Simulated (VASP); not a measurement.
The system is Sb.

```xyz
2
Lattice="2.1825 1.2601 3.8075 -2.1825 1.2601 3.8075 0.0000 -2.5202 3.8075" Properties=species:S:1:pos:R:3 pbc="T T T"
Sb    0.0000    0.0000    8.7554
Sb    0.0000    0.0000    2.6670
```

This cell differs from its parent crystal: volume scaled by 1.04.

Base run:

| Property | Result |
| --- | --- |
| Program | VASP 6.6.1 |
| Functional | PBE |
| Potentials or basis | VASP PAW PBE potentials, release 64 (Sb) |
| Cutoff | 520 eV |
| k mesh | 8 × 8 × 8 |
| Occupations | fermi-dirac, width 0.05 eV |
| Spin | no spin polarisation |

Its results: band gap on the k mesh zero (band 5 reaches 6.87 eV, above the bottom of band 6 at 6.58 eV); pressure 0.5 GPa; largest force 0.005 eV/Å.

Problem. After a change of settings the same cell gave: band gap on the k mesh zero (band 5 reaches 8.40 eV, above the bottom of band 6 at 8.17 eV); pressure 9.7 GPa; largest force 0.156 eV/Å. Which change was it?
A. functional from PBE to RPBE; dispersion from none to D4
B. functional from PBE to PBE exchange alone
C. functional from PBE to r2SCAN; further incar settings from ALGO = Normal; EDIFF = 1e-06; NBANDS = 12 to ALGO = Normal; EDIFF = 1e-07; NBANDS = 12

Solution. B.

Caveats: spin-orbit coupling is left out, which moves the levels of the heavy elements.
